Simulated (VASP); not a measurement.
# Ga3Se (Pm-3m) in VASP: a series of runs

Ga3Se is run at these levels: PBE; tasks: single point, relaxation of cell and atoms.

All numbers are computed with VASP 6.6.1; they aren't measurements. Logs are shortened: lines on timing, memory, paths and dates and some standing lists are left out, and cuts for length are marked.

## Step 1: The cell of the first run

The structure is cubic, space group Pm-3m (No. 221). The conventional cell has a = 4.439 Å, b = 4.439 Å, c = 4.439 Å, α = 90.00°, β = 90.00°, γ = 90.00°. Ga (site symmetry 4/mmm) has 8 Ga at 3.14 Å and 4 Se at 3.14 Å within 4.1 Å. Within 4.1 Å of Se (site symmetry m-3m) lie 12 Ga at 3.14 Å.

The cell was generated, and may not be a known phase.

## Step 2: Single point, PBE

Contents of INCAR:

```
PREC     = Accurate       # precision mode
ENCUT    = 520            # plane-wave cutoff, eV
EDIFF    = 1E-7           # SCF threshold, eV
ISMEAR   = 0              # smearing method
SIGMA    = 0.1            # smearing width, eV
LREAL    = F              # projectors in reciprocal space
LASPH    = T              # aspherical terms in the spheres
NELM     = 60             # most SCF steps
ALGO     = Normal         # electronic algorithm
ISIF     = 2              # what is computed and relaxed
LWAVE    = F              # write WAVECAR
LCHARG   = F              # write CHGCAR
GGA      = PE             # functional
NBANDS   = 30             # bands
```

Contents of KPOINTS:

```
Automatic mesh
0
Gamma
  4 4 4
```

Contents of POSCAR:

```
Ga3Se
1.0
    4.4387639942      0.0000000000      0.0000000000
    0.0000000000      4.4387639942      0.0000000000
    0.0000000000      0.0000000000      4.4387639942
Ga Se
3 1
Direct
    0.5000000000      0.0000000000      0.0000000000
    0.0000000000      0.5000000000      0.0000000000
    0.0000000000      0.0000000000      0.5000000000
    0.5000000000      0.5000000000      0.5000000000
```

Potentials or basis: VASP PAW PBE potentials, release 64 (Ga_d, Se).

Command:

```
cat potpaw_PBE.64/Ga_d/POTCAR potpaw_PBE.64/Se/POTCAR > POTCAR
mpirun -np 1 vasp_std > vasp.out
```

OUTCAR:

```text
PREC = Accurate
   ENCUT = 520
   EDIFF = 1E-7
   ISMEAR = 0
   LREAL = F
   LASPH = T
   NELM = 60
   ISIF = 2
   GGA = PE

 ion  position               nearest neighbor table
   1  0.500  0.000  0.000-
   2  0.000  0.500  0.000-
   3  0.000  0.000  0.500-
   4  0.500  0.500  0.500-

  LATTYP: Found a simple cubic cell.
 ALAT       =     4.4387639942

  Lattice vectors:

 A1 = (   4.4387639942,   0.0000000000,   0.0000000000)
 A2 = (   0.0000000000,   4.4387639942,   0.0000000000)
 A3 = (   0.0000000000,   0.0000000000,   4.4387639942)

Analysis of symmetry for initial positions (statically):
=====================================================================
 Subroutine PRICEL returns:
 Original cell was already a primitive cell.

 Routine SETGRP: Setting up the symmetry group for a
 simple cubic supercell.

 Subroutine GETGRP returns: Found 48 space group operations
 (whereof 48 operations were pure point group operations)
 out of a pool of 48 trial point group operations.

The static configuration has the point symmetry O_h .

Analysis of symmetry for dynamics (positions and initial velocities):
=====================================================================
 Subroutine PRICEL returns:
 Original cell was already a primitive cell.

 Routine SETGRP: Setting up the symmetry group for a
 simple cubic supercell.

 Subroutine GETGRP returns: Found 48 space group operations
 (whereof 48 operations were pure point group operations)
 out of a pool of 48 trial point group operations.

The dynamic configuration has the point symmetry O_h .

 Subroutine INISYM returns: Found 48 space group operations
 (whereof 48 operations are pure point group operations),
 and found     1 'primitive' translations

----------------------------------------------------------------------------------------

                                     Primitive cell

  volume of cell :      87.4553

  direct lattice vectors                    reciprocal lattice vectors
     4.438763994  0.000000000  0.000000000     0.225287941  0.000000000  0.000000000
     0.000000000  4.438763994  0.000000000     0.000000000  0.225287941  0.000000000
     0.000000000  0.000000000  4.438763994     0.000000000  0.000000000  0.225287941

  length of vectors
     4.438763994  4.438763994  4.438763994     0.225287941  0.225287941  0.225287941

  position of ions in fractional coordinates (direct lattice)
     0.500000000  0.000000000  0.000000000
     0.000000000  0.500000000  0.000000000
     0.000000000  0.000000000  0.500000000
     0.500000000  0.500000000  0.500000000

  ion indices of the primitive-cell ions
   primitive index   ion index
                 1           1
                 2           2
                 3           3
                 4           4

----------------------------------------------------------------------------------------

 KPOINTS: Automatic mesh

Automatic generation of k-mesh.
 Grid dimensions read from file:
 generate k-points for:    4    4    4

 Generating k-lattice:

  Cartesian coordinates                     Fractional coordinates (reciprocal lattice)
     0.056321985  0.000000000  0.000000000     0.250000000  0.000000000  0.000000000
     0.000000000  0.056321985  0.000000000     0.000000000  0.250000000  0.000000000
     0.000000000  0.000000000  0.056321985     0.000000000  0.000000000  0.250000000

  Length of vectors
     0.056321985  0.056321985  0.056321985

  Shift w.r.t. Gamma in fractional coordinates (k-lattice)
     0.000000000  0.000000000  0.000000000

 Subroutine IBZKPT returns following result:
 ===========================================

 Found     10 irreducible k-points:

 Following reciprocal coordinates:
            Coordinates               Weight
  0.000000  0.000000  0.000000      1.000000
  0.250000  0.000000  0.000000      6.000000
  0.500000  0.000000  0.000000      3.000000
  0.250000  0.250000  0.000000     12.000000
  0.500000  0.250000  0.000000     12.000000
  0.500000  0.500000  0.000000      3.000000
  0.250000  0.250000  0.250000      8.000000
  0.500000  0.250000  0.250000     12.000000
  0.500000  0.500000  0.250000      6.000000
  0.500000  0.500000  0.500000      1.000000
   k-points           NKPTS =     10   k-points in BZ     NKDIM =     10   number of bands    NBANDS=     30
   number of dos      NEDOS =    301   number of ions     NIONS =      4
   total plane-waves  NPLWV =  46656
   dimension x,y,z NGX =    36 NGY =   36 NGZ =   36
   dimension x,y,z NGXF=    72 NGYF=   72 NGZF=   72
   ions per type =               3   1
   NGX,Y,Z   is equivalent  to a cutoff of  13.48, 13.48, 13.48 a.u.
   NGXF,Y,Z  is equivalent  to a cutoff of  26.97, 26.97, 26.97 a.u.
 SYSTEM =  unknown system
   PREC   = accura    normal or accurate (medium, high low for compatibility)
   ISTART =      0    job   : 0-new  1-cont  2-samecut
   ICHARG =      2    charge: 1-file 2-atom 10-const
   ISPIN  =      1    spin polarized calculation?
   LNONCOLLINEAR =      F non collinear calculations
   LSORBIT =      F    spin-orbit coupling
   LASPH  =      T    aspherical Exc in radial PAW
   ENCUT  =  520.0 eV  38.22 Ry    6.18 a.u.   8.25  8.25  8.25*2*pi/ulx,y,z
   NELM   =     60;   NELMIN=  2; NELMDL= -5     # of ELM steps
   EDIFF  = 0.1E-06   stopping-criterion for ELM
   LREAL  =      F    real-space projection
   EDIFFG = 0.1E-05   stopping-criterion for IOM
   NSW    =      0    number of steps for IOM
   IBRION =     -1    ionic relax: 0-MD 1-quasi-New 2-CG
   NFREE  =      0    steps in history (QN), initial steepest desc. (CG)
   ISIF   =      2    stress and relaxation
   ISYM   =      2    0-nonsym 1-usesym 2-fastsym
   POTIM  = 0.5000    time-step for ionic-motion
   TEBEG  =    0.0;   TEEND  =   0.0 temperature during run
   PSTRESS=    0.0 pullay stress
   NELECT =      45.0000    total number of electrons
   NUPDOWN=      -1.0000    fix difference up-down
   EMIN   =  10.00;   EMAX   =-10.00  energy-range for DOS
   EFERMI =   0.00;   METHOD = LEGACY
   ISMEAR =     0;   SIGMA  =   0.10  broadening in eV -4-tet -1-fermi 0-gaus
   EFERMI_NEDOS =   21; number of points for ismear=-14 and -15
   IALGO  =     38    algorithm
   IMIX   =      4    mixing-type and parameters
     AMIX     =   0.40;   BMIX     =  1.00
     AMIX_MAG =   1.60;   BMIX_MAG =  1.00
  volume/ion in A,a.u.               =      21.86       147.54
  Fermi-wavevector in a.u.,A,eV,Ry     =   1.311848  2.479034 23.414891  1.720946
  Thomas-Fermi vector in A             =   2.442281
   LORBIT       =      0    0 simple, 1 ext, 2 COOP (PROOUT), +10 PAW based schemes
   GGA     = PE    functional components
   LHFCALC =     F    Hartree Fock is set to
   AEXX    =    0.0000 exact exchange contribution
   IVDW    =     0    specifies the selected vdW correction
   LEPSILON=     F    determine dielectric tensor
   LRPA    =     F    only Hartree local field effects (RPA)
 non-spin polarized calculation
 Gauss-broadening in eV      SIGMA  =   0.10
  energy-cutoff  :      520.00
  volume of cell :       87.46
 maximum number of plane-waves:      2373
 NGX is ok and might be reduce to    36
   NGX = 17   NGY = 17   NGZ = 17

 number of electron      44.9999945 magnetization

 Free energy of the ion-electron system (eV)
  ---------------------------------------------------
  ext. energy  EPLUGINS =         0.00000000
  ---------------------------------------------------
  free energy    TOTEN  =       -12.36755254 eV

  energy without entropy =      -12.35785512  energy(sigma->0) =      -12.36270383

 E-fermi :   4.6136     XC(G=0): -10.2445

 val. band max:        4.5832035457   @ k =   0.5000   0.2500   0.2500
 cond. band min:       4.8524605868   @ k =   0.5000   0.2500   0.0000
 fundamental gap:      0.2692570411
 Fermi energy:         4.6135715846

 k-point     1 :       0.0000    0.0000    0.0000
  band No.  band energies     occupation
      1     -10.4540      2.00000
      2     -10.4363      2.00000
      3     -10.4363      2.00000
      4     -10.4363      2.00000
      5     -10.3857      2.00000
      6     -10.3857      2.00000
[... 22 lines left out ...]
     29      10.5770      0.00000
     30      11.6875      0.00000

 k-point     2 :       0.2500    0.0000    0.0000
  band No.  band energies     occupation
      1     -10.4301      2.00000
      2     -10.4201      2.00000
      3     -10.4071      2.00000
      4     -10.4071      2.00000
      5     -10.3814      2.00000
      6     -10.3654      2.00000
[... 22 lines left out ...]
     29      11.7204      0.00000
     30      11.9265      0.00000

 k-point     3 :       0.5000    0.0000    0.0000
  band No.  band energies     occupation
      1     -10.4232      2.00000
      2     -10.3840      2.00000
      3     -10.3571      2.00000
      4     -10.3533      2.00000
      5     -10.3533      2.00000
      6     -10.3350      2.00000
[... 22 lines left out ...]
     29       9.1286      0.00000
     30      10.7902      0.00000

 k-point     4 :       0.2500    0.2500    0.0000
  band No.  band energies     occupation
      1     -10.4108      2.00000
      2     -10.4100      2.00000
      3     -10.3913      2.00000
      4     -10.3813      2.00000
      5     -10.3707      2.00000
      6     -10.3507      2.00000
[... 22 lines left out ...]
     29       9.5632      0.00000
     30      10.2815      0.00000

 k-point     5 :       0.5000    0.2500    0.0000
  band No.  band energies     occupation
      1     -10.3968      2.00000
      2     -10.3797      2.00000
      3     -10.3752      2.00000
      4     -10.3606      2.00000
      5     -10.3456      2.00000
      6     -10.3406      2.00000
[... 22 lines left out ...]
     29       8.7000      0.00000
     30      11.1074      0.00000

 k-point     6 :       0.5000    0.5000    0.0000
  band No.  band energies     occupation
      1     -10.3819      2.00000
      2     -10.3819      2.00000
      3     -10.3684      2.00000
      4     -10.3670      2.00000
      5     -10.3528      2.00000
      6     -10.3207      2.00000
[... 22 lines left out ...]
     29       9.8786      0.00000
     30      12.2418      0.00000

 k-point     7 :       0.2500    0.2500    0.2500
  band No.  band energies     occupation
      1     -10.4222      2.00000
      2     -10.3923      2.00000
      3     -10.3923      2.00000
      4     -10.3754      2.00000
      5     -10.3556      2.00000
      6     -10.3428      2.00000
[... 22 lines left out ...]
     29      10.4473      0.00000
     30      12.5978      0.00000

 k-point     8 :       0.5000    0.2500    0.2500
  band No.  band energies     occupation
      1     -10.4238      2.00000
      2     -10.3939      2.00000
      3     -10.3772      2.00000
      4     -10.3672      2.00000
      5     -10.3537      2.00000
      6     -10.3534      2.00000
[... 22 lines left out ...]
     29      10.8407      0.00000
     30      10.9828      0.00000

 k-point     9 :       0.5000    0.5000    0.2500
  band No.  band energies     occupation
      1     -10.4552      2.00000
      2     -10.3808      2.00000
      3     -10.3808      2.00000
      4     -10.3718      2.00000
      5     -10.3599      2.00000
      6     -10.3599      2.00000
[... 22 lines left out ...]
     29      10.9608      0.00000
     30      12.6001      0.00000

 k-point    10 :       0.5000    0.5000    0.5000
  band No.  band energies     occupation
      1     -10.4989      2.00000
      2     -10.3852      2.00000
      3     -10.3852      2.00000
      4     -10.3852      2.00000
      5     -10.3762      2.00000
      6     -10.3762      2.00000
[... 22 lines left out ...]
     29      13.1294      0.00000
     30      13.1294      0.00000

------------------------ aborting loop because EDIFF is reached ----------------------------------------

  FORCE on cell =-STRESS in cart. coord.  units (eV):
  Direction    XX          YY          ZZ          XY          YZ          ZX
  --------------------------------------------------------------------------------------
  -------------------------------------------------------------------------------------
  Total       -0.1457876     -0.1457876     -0.1457876      0.0000000     -0.0000000      0.0000000
  in kB       -2.6708218     -2.6708218     -2.6708218      0.0000000     -0.0000000      0.0000000
  external PRESSURE =      -2.6708218 kB  Pullay stress =       0.0000000 kB

 VOLUME and BASIS-vectors are now :
 -----------------------------------------------------------------------------
  energy-cutoff  :      520.00
  volume of cell :       87.46
      direct lattice vectors                 reciprocal lattice vectors
     4.438763994  0.000000000  0.000000000     0.225287941  0.000000000  0.000000000
     0.000000000  4.438763994  0.000000000     0.000000000  0.225287941  0.000000000
     0.000000000  0.000000000  4.438763994     0.000000000  0.000000000  0.225287941

 POSITION                                       TOTAL-FORCE (eV/Angst)
 -----------------------------------------------------------------------------------
      2.21938      0.00000      0.00000         0.000000      0.000000      0.000000
      0.00000      2.21938      0.00000         0.000000      0.000000      0.000000
      0.00000      0.00000      2.21938         0.000000      0.000000      0.000000
      2.21938      2.21938      2.21938         0.000000      0.000000      0.000000
 -----------------------------------------------------------------------------------
    total drift:                                0.000000      0.000000     -0.000000

  FREE ENERGIE OF THE ION-ELECTRON SYSTEM (eV)
  ---------------------------------------------------
  free  energy   TOTEN  =       -12.3675525350 eV

  energy  without entropy=      -12.3578551237  energy(sigma->0) =      -12.36270383
```

It took 49 s on 1 thread of Intel Xeon 8259CL, shared host; peak memory 0.21 GiB.

What came out:

```
Free energy            : -12.3676 eV
Pressure               : -0.3 GPa
Band gap on the k mesh : zero (an odd number of electrons rules out a gap without spin polarisation)
```

Levels at points of the mesh, in eV from the Fermi level:
```csv
k point,band 19,band 20,band 21,band 22,band 23,band 24,band 25,band 26,band 27,band 28
"(0.00, 0.00, 0.00)",-3.70,-3.70,-2.87,-2.87,1.59,1.59,1.59,4.38,4.38,4.38
"(0.50, 0.00, 0.00)",-2.76,-2.76,-2.21,-1.04,-0.27,-0.27,1.18,3.94,4.15,4.15
"(0.50, 0.50, 0.00)",-6.40,-2.13,-0.79,-0.72,-0.72,1.31,1.65,1.65,1.83,5.27
"(0.50, 0.50, 0.50)",-5.09,-4.83,-4.83,-4.83,-3.50,3.95,3.95,3.95,8.45,8.45
```

## Step 3: Single point, PBE

This run uses another cell than the first one, of 23.13 Å³/atom.

Contents of INCAR:

```
SYSTEM = Ga3Se
PREC = Accurate
ENCUT = 520
EDIFF = 1E-6
ISMEAR = 0
SIGMA = 0.1
LREAL = .False.
LASPH = .True.
NELM = 60
ALGO = Normal
ISIF = 2
LWAVE = .False.
LCHARG = .True.
GGA = PE
LELF = .True.
LVHAR = .True.
NBANDS = 30
```

Contents of KPOINTS:

```
regular mesh
0
Gamma
  4 4 4
  0 0 0
```

Contents of POSCAR:

```
Ga3Se
1.0
    4.5225688100      0.0000000000      0.0000000000
    0.0000000000      4.5225688100      0.0000000000
    0.0000000000      0.0000000000      4.5225688100
Ga Se
3 1
Direct
    0.5000000000      0.0000000000      0.0000000000
    0.0000000000      0.5000000000      0.0000000000
    0.0000000000      0.0000000000      0.5000000000
    0.5000000000      0.5000000000      0.5000000000
```

Potentials or basis: VASP PAW PBE potentials, release 64 (Ga_d, Se).

Command:

```
cat potpaw_PBE.64/Ga_d/POTCAR potpaw_PBE.64/Se/POTCAR > POTCAR
mpirun -np 1 vasp_std > vasp.out
```

It took 48 s on 1 thread of Intel Xeon 8259CL, shared host; peak memory 0.21 GiB.

The run converged. Its results:

```
Free energy            : -12.3263 eV
Pressure               : -2.2 GPa
Band gap on the k mesh : zero (an odd number of electrons rules out a gap without spin polarisation)
```

Levels at points of the mesh, in eV from the Fermi level:
```
           k point  band 19  band 20  band 21  band 22  band 23  band 24  band 25  band 26  band 27  band 28
(0.00, 0.00, 0.00)    -3.42    -3.42    -2.92    -2.92     1.56     1.56     1.56     4.28     4.28     4.28
(0.50, 0.00, 0.00)    -2.54    -2.54    -2.35    -0.95    -0.13    -0.13     1.33     3.71     4.02     4.02
(0.50, 0.50, 0.00)    -6.17    -1.95    -0.76    -0.76    -0.68     1.22     1.73     1.73     1.84     5.05
(0.50, 0.50, 0.50)    -4.99    -4.47    -4.47    -4.47    -3.24     3.76     3.76     3.76     8.06     8.08
```

## Step 4: Relaxation of cell and atoms, PBE

This run uses another cell than the first one, of 23.13 Å³/atom.

Contents of INCAR:

```
SYSTEM = Ga3Se
  PREC = Accurate
  ENCUT = 600
  EDIFF = 1E-6
  ISMEAR = 0
  SIGMA = 0.1
  LREAL = .False.
  LASPH = .True.
  NELM = 100
  ALGO = Normal
  ISIF = 3
  LWAVE = .False.
  LCHARG = .False.
  GGA = PE
  IBRION = 2
  NSW = 90
  EDIFFG = -0.04
```

Contents of KPOINTS:

```
Automatic mesh
0
Gamma
  4 4 4
  0 0 0
```

POSCAR is that of step 3.

Command:

```
cat potpaw_PBE.64/Ga_d/POTCAR potpaw_PBE.64/Se/POTCAR > POTCAR
mpirun -np 1 vasp_std > vasp.out
```

Wall time 1.7 min (1 thread of Intel Xeon 8259CL, shared host); peak memory 0.22 GiB.

Results (log left out):

```
Free energy                           : -12.3690 eV
Relaxed volume                        : 21.71 Å³/atom
Relaxed cell                          : a = 4.428 Å, b = 4.428 Å, c = 4.428 Å, α = 90.00°, β = 90.00°, γ = 90.00°
Space group after relaxing (to 0.1 Å) : Pm-3m (No. 221)
Energy gained by relaxing             : 10.8 meV/atom
Ionic steps                           : 3
Pressure after relaxing               : 0.0 GPa
Band gap on the k mesh                : zero (an odd number of electrons rules out a gap without spin polarisation)
```

Step by step:
| step | energy change (eV) | largest force (eV/Å) | pressure (GPa) | volume (Å³) |
| --- | --- | --- | --- | --- |
| 1 | 0.0000 | 0.0000 | -2.28 | 92.50 |
| 2 | -0.0404 | 0.0000 | -0.62 | 88.16 |
| 3 | -0.0430 | 0.0000 | 0.03 | 86.83 |

Final structure:
```
CELL_PARAMETERS angstrom
4.42810 0.00000 0.00000
0.00000 4.42810 0.00000
0.00000 0.00000 4.42810
ATOMIC_POSITIONS crystal
Ga 0.50000 0.00000 0.00000
Ga 0.00000 0.50000 0.00000
Ga 0.00000 0.00000 0.50000
Se 0.50000 0.50000 0.50000
```

Levels at points of the mesh, in eV from the Fermi level:
```csv
k point,band 19,band 20,band 21,band 22,band 23,band 24,band 25,band 26,band 27
"(0.00, 0.00, 0.00)",-3.74,-3.74,-2.87,-2.87,1.59,1.59,1.59,4.39,4.39
"(0.50, 0.00, 0.00)",-2.79,-2.79,-2.19,-1.05,-0.29,-0.29,1.16,3.97,4.17
"(0.50, 0.50, 0.00)",-6.43,-2.15,-0.80,-0.71,-0.71,1.33,1.64,1.64,1.82
"(0.50, 0.50, 0.50)",-5.10,-4.88,-4.88,-4.88,-3.54,3.98,3.98,3.98,8.50
```

(Part 1 of 2 ends here.)

The gap in the log of VASP goes by the Fermi energy; the results here count the filled bands.